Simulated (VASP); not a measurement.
# I (Fmmm) in VASP: density of states with RPBE

Aim: the density of states of I with RPBE.

All numbers are computed with VASP 6.6.1; they aren't measurements. Logs are shortened: lines on timing, memory, paths and dates and some standing lists are left out, and cuts for length are marked.

### 1 The cell of the first run

The structure is orthorhombic, space group Fmmm (No. 69). The conventional cell has a = 4.384 Å, b = 4.731 Å, c = 7.820 Å, α = 90.00°, β = 90.00°, γ = 90.00°. I (site symmetry mmm) has 4 I at 3.23 Å within 4.2 Å.

### 2 Density of states, RPBE

Contents of POSCAR:

```
I
1.0
    0.0000000000      2.3656004428      3.9098401324
    2.1922454667      0.0000000000      3.9098401324
    2.1922454667      2.3656004428      0.0000000000
I
1
Direct
    0.0000000000      0.0000000000      0.0000000000
```

Contents of INCAR.step1:

```
SYSTEM = I
ALGO = Normal
EDIFF = 1E-6
ENCUT = 400
GGA = RP
GGA_COMPAT = .FALSE.
ISIF = 2
ISMEAR = 0
ISYM = 0
LASPH = .TRUE.
LCHARG = .TRUE.
LORBIT = 11
LREAL = .FALSE.
LWAVE = .FALSE.
NBANDS = 10
NEDOS = 2001
NELM = 120
PREC = Accurate
SIGMA = 0.1
```

Contents of KPOINTS.step1:

```
k-points
0
G
  5 2 4
  0 0 0
```

Contents of INCAR.step2:

```
SYSTEM = I
ALGO = Normal
EDIFF = 1E-6
ENCUT = 400
GGA = RP
GGA_COMPAT = .FALSE.
ICHARG = 11
ISIF = 2
ISMEAR = -5
ISYM = 0
LASPH = .TRUE.
LCHARG = .FALSE.
LORBIT = 10
LREAL = .FALSE.
LWAVE = .FALSE.
NBANDS = 10
NEDOS = 1001
NELM = 120
PREC = Accurate
SIGMA = 0.1
```

Contents of KPOINTS.step2:

```
k-points
0
G
  8 3 6
  0 0 0
```

Potentials or basis: VASP PAW PBE potentials, release 64 (I).

Command:

```console
$ cat potpaw_PBE.64/I/POTCAR > POTCAR
$ cp INCAR.step1 INCAR
$ cp KPOINTS.step1 KPOINTS
$ mpirun -np 1 vasp_std > vasp.out
$ cp INCAR.step2 INCAR
$ cp KPOINTS.step2 KPOINTS
$ mpirun -np 1 vasp_std > vasp.out
```

OUTCAR:

```text
SYSTEM = I
   EDIFF = 1E-6
   ENCUT = 400
   GGA = RP
   ICHARG = 11
   ISIF = 2
   ISMEAR = -5
   ISYM = 0
   LASPH = .TRUE.
   LORBIT = 10
   LREAL = .FALSE.
   NELM = 120
   PREC = Accurate

 ion  position               nearest neighbor table
   1  0.000  0.000  0.000-

IMPORTANT INFORMATION: All symmetrisations will be switched off!
NOSYMM: (Re-)initialisation of all symmetry stuff for point group C_1.

----------------------------------------------------------------------------------------

                                     Primitive cell

  volume of cell :      40.5527

  direct lattice vectors                    reciprocal lattice vectors
     0.000000000  2.365600443  3.909840132    -0.228076649  0.211362828  0.127882467
     2.192245467  0.000000000  3.909840132     0.228076649 -0.211362828  0.127882467
     2.192245467  2.365600443  0.000000000     0.228076649  0.211362828 -0.127882467

  length of vectors
     4.569782852  4.482498193  3.225214046     0.336224818  0.336224818  0.336224818

  position of ions in fractional coordinates (direct lattice)
     0.000000000  0.000000000  0.000000000

  ion indices of the primitive-cell ions
   primitive index   ion index
                 1           1

----------------------------------------------------------------------------------------

 KPOINTS: k-points

Automatic generation of k-mesh.
 Grid dimensions read from file:
 generate k-points for:    8    3    6

 Generating k-lattice:

  Cartesian coordinates                     Fractional coordinates (reciprocal lattice)
    -0.028509581  0.026420354  0.015985308     0.125000000  0.000000000  0.000000000
     0.076025550 -0.070454276  0.042627489     0.000000000  0.333333333  0.000000000
     0.038012775  0.035227138 -0.021313744     0.000000000  0.000000000  0.166666667

  Length of vectors
     0.042028102  0.112074939  0.056037470

  Shift w.r.t. Gamma in fractional coordinates (k-lattice)
     0.000000000  0.000000000  0.000000000

 -----------------------------------------------------------------------------
|                                                                             |
|           W    W    AA    RRRRR   N    N  II  N    N   GGGG   !!!           |
|           W    W   A  A   R    R  NN   N  II  NN   N  G    G  !!!           |
|           W    W  A    A  R    R  N N  N  II  N N  N  G       !!!           |
|           W WW W  AAAAAA  RRRRR   N  N N  II  N  N N  G  GGG   !            |
|           WW  WW  A    A  R   R   N   NN  II  N   NN  G    G                |
[... 78 lines left out ...]
   NELECT =       7.0000    total number of electrons
   NUPDOWN=      -1.0000    fix difference up-down
   EMIN   =  10.00;   EMAX   =-10.00  energy-range for DOS
   EFERMI =   0.00;   METHOD = LEGACY
   ISMEAR =    -5;   SIGMA  =   0.10  broadening in eV -4-tet -1-fermi 0-gaus
   EFERMI_NEDOS =   21; number of points for ismear=-14 and -15
   IALGO  =     38    algorithm
   IMIX   =      4    mixing-type and parameters
     AMIX     =   0.40;   BMIX     =  1.00
     AMIX_MAG =   1.60;   BMIX_MAG =  1.00
  volume/ion in A,a.u.               =      40.55       273.66
  Fermi-wavevector in a.u.,A,eV,Ry     =   0.911523  1.722529 11.304731  0.830874
  Thomas-Fermi vector in A             =   2.035812
   LORBIT       =     10    0 simple, 1 ext, 2 COOP (PROOUT), +10 PAW based schemes
   GGA     = RP    functional components
   LHFCALC =     F    Hartree Fock is set to
   AEXX    =    0.0000 exact exchange contribution
   IVDW    =     0    specifies the selected vdW correction
   LEPSILON=     F    determine dielectric tensor
   LRPA    =     F    only Hartree local field effects (RPA)
 non-spin polarized calculation
 Fermi weights with tetrahedron method with Bloechl corrections
  energy-cutoff  :      400.00
  volume of cell :       40.55
 maximum number of plane-waves:       757
 NGX is ok and might be reduce to    30

 number of electron       6.9999999 magnetization

 Free energy of the ion-electron system (eV)
  ---------------------------------------------------
  ext. energy  EPLUGINS =         0.00000000
  ---------------------------------------------------
  free energy    TOTEN  =        -1.06466627 eV

  energy without entropy =       -1.06466627  energy(sigma->0) =       -1.06466627

 E-fermi :   3.4836     XC(G=0):  -8.0299

 val. band max:        4.3808702249   @ k =   0.0000   0.0000   0.0000
 cond. band min:       3.3159251509   @ k =   0.0000  -0.3333   0.1667
 fundamental gap:     -1.0649450740
 Fermi energy:         3.4835899326

 k-point     1 :       0.0000    0.0000    0.0000
  band No.  band energies     occupation
      1     -10.2449      2.00000
      2       1.6405      2.00000
      3       4.3809      1.13123
      4       4.6733     -0.08653
      5       8.4197      0.00000
      6      11.0651      0.00000
      7      11.8845      0.00000
      8      15.7928      0.00000
      9      16.1196      0.00000
     10      16.2438      0.00000
[... 287 lines left out ...]
 k-point    24 :       0.2500    0.3333    0.1667
  band No.  band energies     occupation
      1      -9.8079      2.00000
      2       1.0341      2.00000
      3       2.4146      2.00208
      4       3.8923      0.36747
      5      10.3536      0.00000
      6      12.3817      0.00000
      7      13.4487      0.00000
      8      14.3239      0.00000
      9      15.2627      0.00000
     10      18.5768      0.00000

 [... further k-points ...]

------------------------ aborting loop because EDIFF is reached ----------------------------------------

  FORCE on cell =-STRESS in cart. coord.  units (eV):
  Direction    XX          YY          ZZ          XY          YZ          ZX
  --------------------------------------------------------------------------------------
  -------------------------------------------------------------------------------------
  Total        0.3591385      0.5182446      0.4855212      0.0518395     -0.0114496      0.0204424
  in kB       14.1890396     20.4750882     19.1822336      2.0481043     -0.4523560      0.8076511
  external PRESSURE =      17.9487871 kB  Pullay stress =       0.0000000 kB

 VOLUME and BASIS-vectors are now :
 -----------------------------------------------------------------------------
  energy-cutoff  :      400.00
  volume of cell :       40.55
      direct lattice vectors                 reciprocal lattice vectors
     0.000000000  2.365600443  3.909840132    -0.228076649  0.211362828  0.127882467
     2.192245467  0.000000000  3.909840132     0.228076649 -0.211362828  0.127882467
     2.192245467  2.365600443  0.000000000     0.228076649  0.211362828 -0.127882467

 POSITION                                       TOTAL-FORCE (eV/Angst)
 -----------------------------------------------------------------------------------
      0.00000      0.00000      0.00000        -0.000000     -0.000005     -0.000001
 -----------------------------------------------------------------------------------
    total drift:                               -0.000000     -0.000005     -0.000001

  FREE ENERGIE OF THE ION-ELECTRON SYSTEM (eV)
  ---------------------------------------------------
  free  energy   TOTEN  =        -1.0646662736 eV

  energy  without entropy=       -1.0646662736  energy(sigma->0) =       -1.06466627

 total charge

# of ion       s       p       d       tot
------------------------------------------
    1        1.549   2.618   0.028   4.196
```

OSZICAR.step1:

```text
N       E                     dE             d eps       ncg     rms          rms(c)
DAV:   1     0.183348666615E+02    0.18335E+02   -0.20430E+03   440   0.385E+02
DAV:   2    -0.600169769026E+00   -0.18935E+02   -0.18026E+02   556   0.778E+01
DAV:   3    -0.126062330549E+01   -0.66045E+00   -0.66000E+00   578   0.150E+01
DAV:   4    -0.126636827159E+01   -0.57450E-02   -0.57447E-02   598   0.162E+00
DAV:   5    -0.126643818366E+01   -0.69912E-04   -0.69911E-04   602   0.149E-01    0.485E+00
DAV:   6    -0.124948808201E+01    0.16950E-01   -0.17266E-02   500   0.644E-01    0.301E+00
DAV:   7    -0.124418885934E+01    0.52992E-02   -0.37034E-02   498   0.970E-01    0.125E-01
DAV:   8    -0.124417721879E+01    0.11641E-04   -0.20597E-03   482   0.270E-01    0.416E-02
DAV:   9    -0.124418967744E+01   -0.12459E-04   -0.33999E-05   630   0.407E-02    0.187E-02
DAV:  10    -0.124420159518E+01   -0.11918E-04   -0.14370E-05   474   0.221E-02    0.397E-03
DAV:  11    -0.124420258550E+01   -0.99032E-06   -0.12069E-06   578   0.638E-03
   1 F= -.12442026E+01 E0= -.12441382E+01  d E =-.128780E-03
```

Run time: 47 s. Hardware: 1 thread of Intel Xeon 8259CL, shared host; peak memory 0.15 GiB.

What came out:

| Item | Value |
| --- | --- |
| Valence electrons inside the program's atomic spheres | I 4.20 |

Caveat: the k points lie up to 1.06 Å⁻¹ apart; the PAW data sets were made with another functional, which shifts forces and pressure a little; spin-orbit coupling is left out, which moves the levels of the heavy elements; an odd number of electrons without spin polarisation forces a metal; a magnetic or distorted state may lie lower; tetrahedron occupations give inexact forces and stress in metals.
